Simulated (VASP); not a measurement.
Set up this calculation in VASP 6.6.1, as the native input.

```
Task                   : single point
Functional             : PBEsol
Potentials or basis    : VASP PAW PBE potentials, release 64 (Al, Cu)
Cutoff                 : 520 eV
k mesh                 : 12 × 12 × 12
Occupations            : gaussian, width 0.15 eV
Spin                   : no spin polarisation
Dipole correction      : no
Further INCAR settings : ALGO = Normal; EDIFF = 1e-06; NBANDS = 16
```

The structure of Al2Cu lies in POSCAR:

```
Al2Cu
1.0
   -2.0246315446      2.0246315446      2.8630136682
    2.0246315446     -2.0246315446      2.8630136682
    2.0246315446      2.0246315446     -2.8630136682
Al Cu
2 1
Direct
    0.7500000000      0.2500000000      0.5000000000
    0.2500000000      0.7500000000      0.5000000000
    0.5000000000      0.5000000000      0.0000000000
```

One way to write it, as run:

INCAR

```
PREC = Accurate
ENCUT = 520
EDIFF = 1E-6
ISMEAR = 0
SIGMA = 0.15
LREAL = False
LASPH = True
NELM = 80
ALGO = Normal
ISIF = 2
LWAVE = False
LCHARG = True
GGA = PS
LELF = True
LVHAR = True
NBANDS = 16
```

KPOINTS

```
Automatic mesh
0
Gamma
  12 12 12
```

Potentials or basis: VASP PAW PBE potentials, release 64 (Al, Cu).

The run is started by

```bash
$ cat potpaw_PBE.64/Al/POTCAR potpaw_PBE.64/Cu/POTCAR > POTCAR
$ mpirun -np 1 vasp_std > vasp.out
```

It gave:

```
Pressure               : 0.1 GPa
Band gap on the k mesh : zero (an odd number of electrons rules out a gap without spin polarisation)
```

Caveat: the PAW data sets were made with another functional, which shifts forces and pressure a little.

Wall time 4.4 min on 1 thread of Intel Xeon 8259CL (shared host), peak memory 0.26 GiB.
